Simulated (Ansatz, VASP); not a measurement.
## CdS in VASP and in Ansatz

Contents of INCAR:

```
SYSTEM = CdS
PREC = Accurate
ENCUT = 520
EDIFF = 1E-8
ISMEAR = -1
SIGMA = 0.02
LREAL = .False.
LASPH = .True.
NELM = 60
ALGO = Normal
ISIF = 2
LWAVE = .False.
LCHARG = .False.
GGA = PE
LEFG = .True.
NBANDS = 16
```

Contents of KPOINTS:

```
regular mesh
0
Gamma
  7 7 7
  0 0 0
```

Contents of POSCAR:

```
CdS
1.0
    0.0000000000      3.0018125342      2.9429534649
    3.0018125342      0.0000000000      2.9429534649
    3.0018125342      3.0018125342      0.0000000000
Cd S
1 1
Direct
    0.0000000000      0.0000000000      0.0000000000
    0.7500000000      0.7500000000      0.7500000000
```

Input for Ansatz:

```yaml
crystal:
  lattice:
    - [0.0, 3.0018125342, 2.9429534649]
    - [3.0018125342, 0.0, 2.9429534649]
    - [3.0018125342, 3.0018125342, 0.0]
  atoms:
    - { symbol: Cd, position: [0.0, 0.0, 0.0] }
    - { symbol: S, position: [0.75, 0.75, 0.75] }
kpoints:
  mp_grid: { grid: [7, 7, 7] }
scf:
  occupations: { method: fermi_dirac, width: 0.02 }
hamiltonian:
  xc: pbe
  pseudopotentials: { kind: all_electron, datasets: crystal }
output:
  forces: true
  stress: true
  eigenvalues: true
  efg: { contact_densities: true }
```

Change from the starting cell: equal xx and yy strain of +2 %, crystal datasets.

Alike in both runs: task electric field gradients; functional PBE; k mesh 7 × 7 × 7; occupations fermi-dirac, width 0.02 eV; no spin polarisation.

```csv
,VASP,Ansatz
version,VASP 6.6.1,Ansatz 0.2.0
potentials or method,"VASP PAW PBE potentials, release 64 (Cd, S), cutoff 520 eV","all-electron PAW with datasets made for the crystal, scalar-relativistic"
```

|  | VASP | Ansatz | Ansatz less VASP |
| --- | --- | --- | --- |
| gap on the k mesh at the Fermi level (eV) | 0.96 | 0.96 | -0.001 |
| pressure (GPa) | -0.7 | -1.0 | -0.24 |
| traceless stress, the component that is largest in VASP (GPa) | 0.26 | 0.26 | +0.003 |
| size of Vzz on the site where it differs most (V/Å²) | 5.7 | 6.2 | +0.47 |

Ansatz ran all-electron here, and VASP with PAW potentials.
